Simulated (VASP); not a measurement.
Here is a VASP 6.6.1 calculation.

Contents of POSCAR:

```
Mg
1.0
    3.1792646675      0.0000000000      0.0000000000
   -1.5896323337      2.7533239674      0.0000000000
    0.0000000000      0.0000000000      5.1568903974
Mg
2
Direct
    0.3333333333      0.6666666667      0.2500000000
    0.6666666667      0.3333333333      0.7500000000
```

File INCAR.step1:

```
ALGO = Normal
EDIFF = 1E-4
ENCUT = 520
GGA = PE
ISMEAR = 1
LASPH = T
LCHARG = F
LREAL = F
LWAVE = T
NBANDS = 9
NELM = 80
PREC = Accurate
SIGMA = 0.2
```

File INCAR.step2:

```
ALGO = Normal
EDIFF = 1E-6
ENCUT = 520
ISIF = 2
ISMEAR = 1
ISTART = 1
LASPH = T
LCHARG = F
LMIXTAU = T
LREAL = F
LWAVE = F
METAGGA = R2SCAN
NBANDS = 9
NELM = 80
PREC = Accurate
SIGMA = 0.2
```

The input KPOINTS:

```
k-points
0
Gamma
  11 11 6
```

Potentials or basis: VASP PAW PBE potentials, release 64 (Mg).

The run is started by

```bash
$ cat potpaw_PBE.64/Mg/POTCAR > POTCAR
$ cp INCAR.step1 INCAR
$ mpirun -np 1 vasp_std > vasp.out
$ cp INCAR.step2 INCAR
$ mpirun -np 1 vasp_std > vasp.out
```

Problem. Predict the band gap on the k mesh.

Solution. Zero (bands 2 and 3 overlap by 2.07 eV).

Problem. What does it give for the pressure?

Solution. -0.3 GPa.

Stress tensor (GPa, compression positive):
```
-0.21  0.00  0.00
 0.00 -0.21  0.00
 0.00  0.00 -0.44
```

Caveat: the PAW data sets were made with another functional, which shifts forces and pressure a little.
